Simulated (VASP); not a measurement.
# CaLa (P-6m2) in VASP: further runs

The runs below take CaLa through single point, with LDA.

Program: VASP 6.6.1. These are calculated values, not measurements. Logs are shortened: lines on timing, memory, paths and dates and some standing lists are left out, and cuts for length are marked.

### 1 The cell of the first run

Symmetry: P-6m2, No. 187, hexagonal system. Conventional cell: a = 3.700 Å, b = 3.700 Å, c = 6.171 Å, α = 90.00°, β = 90.00°, γ = 120.00°. Within 4.9 Å of Ca (site symmetry -6m2) lie 6 Ca at 3.70 Å and 6 La at 3.75 Å. La (site symmetry -6m2) has 6 La at 3.70 Å and 6 Ca at 3.75 Å within 4.9 Å.

### 2 Single point, LDA

Input file INCAR:

```
SYSTEM = CaLa
PREC = Accurate ; ENCUT = 520
EDIFF = 1E-7 ; ISMEAR = 0
SIGMA = 0.1 ; LREAL = .False.
LASPH = .True. ; NELM = 100
ALGO = Normal ; ISIF = 2
LWAVE = .False. ; LCHARG = .False.
GGA = CA ; NBANDS = 18
```

Input file KPOINTS:

```
Automatic mesh
0
Gamma
  9 9 5
  0 0 0
```

Input file POSCAR:

```
CaLa
1.0
    3.6998575492      0.0000000000      0.0000000000
   -1.8499287746      3.2041703252      0.0000000000
    0.0000000000      0.0000000000      6.1713572198
Ca La
1 1
Direct
    0.0000000000      0.0000000000      0.5000000000
    0.6666666667      0.3333333333      0.0000000000
```

Potentials or basis: VASP PAW LDA potentials, release 64 (Ca_sv, La).

The run is started by

```sh
cat potpaw_LDA.64/Ca_sv/POTCAR potpaw_LDA.64/La/POTCAR > POTCAR
mpirun -np 1 vasp_std > vasp.out
```

OUTCAR:

```text
SYSTEM = CaLa
   PREC = Accurate
   ENCUT = 520
   EDIFF = 1E-7
   ISMEAR = 0
   LREAL = .False.
   LASPH = .True.
   NELM = 100
   ISIF = 2
   GGA = CA

 ion  position               nearest neighbor table
   1  0.000  0.000  0.500-
   2  0.667  0.333  0.000-

  LATTYP: Found a hexagonal cell.
 ALAT       =     3.6998575492
 C/A-ratio  =     1.6679986020

  Lattice vectors:

 A1 = (   3.6998575492,   0.0000000000,   0.0000000000)
 A2 = (  -1.8499287746,   3.2041703252,   0.0000000000)
 A3 = (   0.0000000000,   0.0000000000,   6.1713572198)

Analysis of symmetry for initial positions (statically):
=====================================================================
 Subroutine PRICEL returns:
 Original cell was already a primitive cell.

 Routine SETGRP: Setting up the symmetry group for a
 hexagonal supercell.

 Subroutine GETGRP returns: Found 12 space group operations
 (whereof 12 operations were pure point group operations)
 out of a pool of 24 trial point group operations.

The static configuration has the point symmetry D_3h.

Analysis of symmetry for dynamics (positions and initial velocities):
=====================================================================
 Subroutine PRICEL returns:
 Original cell was already a primitive cell.

 Routine SETGRP: Setting up the symmetry group for a
 hexagonal supercell.

 Subroutine GETGRP returns: Found 12 space group operations
 (whereof 12 operations were pure point group operations)
 out of a pool of 24 trial point group operations.

The dynamic configuration has the point symmetry D_3h.

 Subroutine INISYM returns: Found 12 space group operations
 (whereof 12 operations are pure point group operations),
 and found     1 'primitive' translations

----------------------------------------------------------------------------------------

                                     Primitive cell

  volume of cell :      73.1613

  direct lattice vectors                    reciprocal lattice vectors
     3.699857549  0.000000000  0.000000000     0.270280676  0.156046636  0.000000000
    -1.849928775  3.204170325  0.000000000     0.000000000  0.312093272  0.000000000
     0.000000000  0.000000000  6.171357220     0.000000000  0.000000000  0.162038910

  length of vectors
     3.699857549  3.699857287  6.171357220     0.312093250  0.312093272  0.162038910

  position of ions in fractional coordinates (direct lattice)
[... 77 lines left out ...]
   ENCUT  =  520.0 eV  38.22 Ry    6.18 a.u.   6.88  6.88 11.47*2*pi/ulx,y,z
   NELM   =    100;   NELMIN=  2; NELMDL= -5     # of ELM steps
   EDIFF  = 0.1E-06   stopping-criterion for ELM
   LREAL  =      F    real-space projection
   EDIFFG = 0.1E-05   stopping-criterion for IOM
   NSW    =      0    number of steps for IOM
   IBRION =     -1    ionic relax: 0-MD 1-quasi-New 2-CG
   NFREE  =      0    steps in history (QN), initial steepest desc. (CG)
   ISIF   =      2    stress and relaxation
   ISYM   =      2    0-nonsym 1-usesym 2-fastsym
   POTIM  = 0.5000    time-step for ionic-motion
   TEBEG  =    0.0;   TEEND  =   0.0 temperature during run
   PSTRESS=    0.0 pullay stress
   NELECT =      21.0000    total number of electrons
   NUPDOWN=      -1.0000    fix difference up-down
   EMIN   =  10.00;   EMAX   =-10.00  energy-range for DOS
   EFERMI =   0.00;   METHOD = LEGACY
   ISMEAR =     0;   SIGMA  =   0.10  broadening in eV -4-tet -1-fermi 0-gaus
   EFERMI_NEDOS =   21; number of points for ismear=-14 and -15
   IALGO  =     38    algorithm
   IMIX   =      4    mixing-type and parameters
     AMIX     =   0.40;   BMIX     =  1.00
     AMIX_MAG =   1.60;   BMIX_MAG =  1.00
  volume/ion in A,a.u.               =      36.58       246.86
  Fermi-wavevector in a.u.,A,eV,Ry     =   1.079910  2.040734 15.867186  1.166205
  Thomas-Fermi vector in A             =   2.215887
   LORBIT       =      0    0 simple, 1 ext, 2 COOP (PROOUT), +10 PAW based schemes
   GGA     = CA    functional components
   LHFCALC =     F    Hartree Fock is set to
   AEXX    =    0.0000 exact exchange contribution
   IVDW    =     0    specifies the selected vdW correction
   LEPSILON=     F    determine dielectric tensor
   LRPA    =     F    only Hartree local field effects (RPA)
 non-spin polarized calculation
 Gauss-broadening in eV      SIGMA  =   0.10
  energy-cutoff  :      520.00
  volume of cell :       73.16
 maximum number of plane-waves:      1989
 NGX is ok and might be reduce to    28
   NGX = 13   NGY = 13   NGZ = 23

 number of electron      21.0000002 magnetization

 Free energy of the ion-electron system (eV)
  ---------------------------------------------------
  ext. energy  EPLUGINS =         0.00000000
  ---------------------------------------------------
  free energy    TOTEN  =        -7.62329854 eV

  energy without entropy =       -7.60836808  energy(sigma->0) =       -7.61583331

 E-fermi :   5.0666     XC(G=0):  -9.1443

 val. band max:        5.0311559022   @ k =   0.3333   0.0000   0.4000
 cond. band min:       5.0956873764   @ k =   0.2222   0.1111   0.4000
 fundamental gap:      0.0645314742
 Fermi energy:         5.0665879866

 k-point     1 :       0.0000    0.0000    0.0000
  band No.  band energies     occupation
      1     -35.9090      2.00000
      2     -27.7470      2.00000
      3     -17.2373      2.00000
      4     -17.1276      2.00000
      5     -17.1276      2.00000
      6     -11.5270      2.00000
[... 481 lines left out ...]
      5     -17.1961      2.00000
      6     -11.6708      2.00000
[... 10 lines left out ...]
     17       6.5289      0.00000
     18       6.8910      0.00000

 [... further k-points ...]

------------------------ aborting loop because EDIFF is reached ----------------------------------------

  FORCE on cell =-STRESS in cart. coord.  units (eV):
  Direction    XX          YY          ZZ          XY          YZ          ZX
  --------------------------------------------------------------------------------------
  -------------------------------------------------------------------------------------
  Total       -0.5628867     -0.5628866     -0.5068929      0.0000000      0.0000000      0.0000000
  in kB      -12.3267990    -12.3267967    -11.1005761      0.0000000      0.0000000      0.0000000
  external PRESSURE =     -11.9180572 kB  Pullay stress =       0.0000000 kB

 VOLUME and BASIS-vectors are now :
 -----------------------------------------------------------------------------
  energy-cutoff  :      520.00
  volume of cell :       73.16
      direct lattice vectors                 reciprocal lattice vectors
     3.699857549  0.000000000  0.000000000     0.270280676  0.156046636  0.000000000
    -1.849928775  3.204170325  0.000000000     0.000000000  0.312093272  0.000000000
     0.000000000  0.000000000  6.171357220     0.000000000  0.000000000  0.162038910

 POSITION                                       TOTAL-FORCE (eV/Angst)
 -----------------------------------------------------------------------------------
      0.00000      0.00000      3.08568        -0.000000      0.000000      0.000000
      1.84993      1.06806      0.00000         0.000000     -0.000000      0.000000
 -----------------------------------------------------------------------------------
    total drift:                               -0.000000      0.000001      0.000000

  FREE ENERGIE OF THE ION-ELECTRON SYSTEM (eV)
  ---------------------------------------------------
  free  energy   TOTEN  =        -7.6232985374 eV

  energy  without entropy=       -7.6083680821  energy(sigma->0) =       -7.61583331
```

stdout:

```text
POSCAR found type information on POSCAR CaLa
 POSCAR found :  2 types and       2 ions
 scaLAPACK will be used
 LDA part: xc-table for (Slater(with rela. corr.)+CA(PZ))
 , standard interpolation
 POSCAR, INCAR and KPOINTS ok, starting setup
 FFT: planning ... GRIDC
 FFT: planning ... GRID_SOFT
 FFT: planning ... GRID
 WAVECAR not read
 entering main loop
```

Wall time 66 s (1 thread of Intel Xeon 8259CL, shared host); peak memory 0.2 GiB.

What came out:

| Property | Result |
| --- | --- |
| Free energy | -7.6233 eV |
| Pressure | -1.2 GPa |
| Band gap on the k mesh | zero (an odd number of electrons rules out a gap without spin polarisation) |

Levels at points of the mesh, in eV from the Fermi level:
| k point | band 7 | band 8 | band 9 | band 10 | band 11 | band 12 | band 13 | band 14 |
| --- | --- | --- | --- | --- | --- | --- | --- | --- |
| (0.00, 0.00, 0.00) | -15.90 | -15.90 | -3.81 | -1.46 | 0.94 | 1.09 | 1.54 | 1.54 |

Caveat: spin-orbit coupling is left out, which moves the levels of the heavy elements.

### 3 Single point, LDA

This run uses another cell than the first one, of 37.75 Å³/atom.

Input file INCAR:

```
SYSTEM = CaLa
PREC     = Accurate       ! precision mode
ENCUT    = 520            ! plane-wave cutoff, eV
EDIFF    = 1E-6           ! SCF threshold, eV
ISMEAR   = 0              ! smearing method
SIGMA    = 0.1            ! smearing width, eV
LREAL    = .FALSE.        ! projectors in reciprocal space
LASPH    = .TRUE.         ! aspherical terms in the spheres
NELM     = 100            ! most SCF steps
ALGO     = Normal         ! electronic algorithm
ISIF     = 2              ! what is computed and relaxed
LWAVE    = .FALSE.        ! write WAVECAR
LCHARG   = .TRUE.         ! write CHGCAR
LELF     = .TRUE.         ! ELF
LVHAR    = .TRUE.       
NBANDS   = 18             ! bands
```

Input file KPOINTS:

```
Automatic mesh
0
G
  9 9 5
  0 0 0
```

Input file POSCAR:

```
CaLa
1.0
    3.7388062803      0.0000000000      0.0000000000
   -1.8694031402      3.2379009126      0.0000000000
    0.0000000000      0.0000000000      6.2363236489
Ca La
1 1
Direct
    0.0000000000      0.0000000000      0.5000000000
    0.6666666667      0.3333333333      0.0000000000
```

Potentials or basis: VASP PAW LDA potentials, release 64 (Ca_sv, La).

The run is started by

```sh
cat potpaw_LDA.64/Ca_sv/POTCAR potpaw_LDA.64/La/POTCAR > POTCAR
mpirun -np 1 vasp_std > vasp.out
```

Run time: 76 s. Hardware: 1 thread of Intel Xeon 8259CL, shared host; peak memory 0.21 GiB.

It converged, with:

* Free energy: -7.6011 eV
* Pressure: -1.9 GPa
* Band gap on the k mesh: zero (an odd number of electrons rules out a gap without spin polarisation)

Stress tensor (GPa, compression positive):
```
-1.95  0.00  0.00
 0.00 -1.95  0.00
 0.00  0.00 -1.75
```

Levels at points of the mesh, in eV from the Fermi level:
```
           k point  band 6  band 7  band 8  band 9  band 10  band 11  band 12  band 13  band 14  band 15
(0.00, 0.00, 0.00)  -16.64  -16.00  -16.00   -3.78    -1.45     0.86     1.06     1.47     1.47     1.60
```

Caveat: spin-orbit coupling is left out, which moves the levels of the heavy elements.

(Part 1 of 2 ends here.)
